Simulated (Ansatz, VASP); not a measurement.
## C in VASP and in Ansatz

```xyz
4
Lattice="2.4555 0.0000 0.0000 -1.2277 2.1265 0.0000 0.0000 0.0000 6.7304" Properties=species:S:1:pos:R:3 pbc="T T T"
C     0.0000    0.0000    1.6826
C     0.0000    0.0000    5.0478
C     0.0000    1.4177    1.6826
C     1.2277    0.7088    5.0478
```

Alike in both runs: functional r2SCAN; dispersion D3(BJ); k mesh 21 × 21 × 6; occupations fermi-dirac, width 0.15 eV; no spin polarisation.

Ansatz relaxed the structure, and its values are those at the end. VASP's run is a single point on that final structure, the one shown.

```csv
,VASP,Ansatz
version,VASP 6.6.1,Ansatz 0.2.0
potentials or method,"VASP PAW PBE potentials, release 64 (C), cutoff 520 eV","scalar-relativistic, plane waves, PAW"
valence electrons in the cell,16,16
```

```tsv
	VASP	Ansatz	Ansatz less VASP
gap on the k mesh at the Fermi level (eV)	none	none	-
pressure (GPa)	0.7	0.0	-0.68
```

VASP's potentials were made for PBE, not for r2SCAN. A gap of «none» marks a metal or a gap that the smearing closes. Ansatz's warnings: dispersion damping borrowed.
